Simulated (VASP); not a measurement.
A run of VASP 6.6.1 is set up as follows.

The input INCAR:

```
SYSTEM = SnSe2
  PREC = Accurate
  ENCUT = 520
  EDIFF = 1E-6
  ISMEAR = 0
  SIGMA = 0.03
  LREAL = .False.
  LASPH = .True.
  NELM = 100
  ALGO = Normal
  ISIF = 2
  LWAVE = .False.
  LCHARG = .True.
  GGA = PE
  IVDW = 12
  LELF = .True.
  LVHAR = .True.
  NBANDS = 35
```

File KPOINTS:

```
Automatic mesh
0
Gamma
  10 10 3
  0 0 0
```

The input POSCAR:

```
SnSe2
1.0
   -3.8390485956      0.0000000000      0.0000000000
   -1.9195242978     -3.3247136102      0.0000000000
   -3.1992071630     -2.2164757401     12.0232622210
Sn Se
2 4
Direct
   -0.3750000000     -0.5000000000      0.7500000000
   -0.1250000000     -0.1666666667      0.2500000000
   -0.1079549157     -0.2550509987      0.8825764980
    0.1420450843      0.0782823347      0.3825764980
    0.6079549157      0.5883843320      0.1174235020
    0.3579549157      0.2550509987      0.6174235020
```

Potentials or basis: VASP PAW PBE potentials, release 64 (Sn_d, Se).

Run with:

```bash
$ cat potpaw_PBE.64/Sn_d/POTCAR potpaw_PBE.64/Se/POTCAR > POTCAR
$ mpirun -np 1 vasp_std > vasp.out
```

Task: What does it give for the pressure?

Result: 1.4 GPa.

Task: Predict the band gap on the k mesh.

Result: Zero (band 26 reaches 4.78 eV, above the bottom of band 27 at 4.64 eV).

Forces in eV/Å, atoms in the order of the input:
```
Sn   0.059 -0.015 -0.244
Sn  -0.059  0.015  0.244
Se  -0.343  0.042 -0.475
Se   0.013  0.010  0.133
Se   0.343 -0.042  0.475
Se  -0.013 -0.010 -0.133
```

Caveat: spin-orbit coupling is left out, which moves the levels of the heavy elements; pairwise dispersion overbinds metals, which lowers pressure and volume.
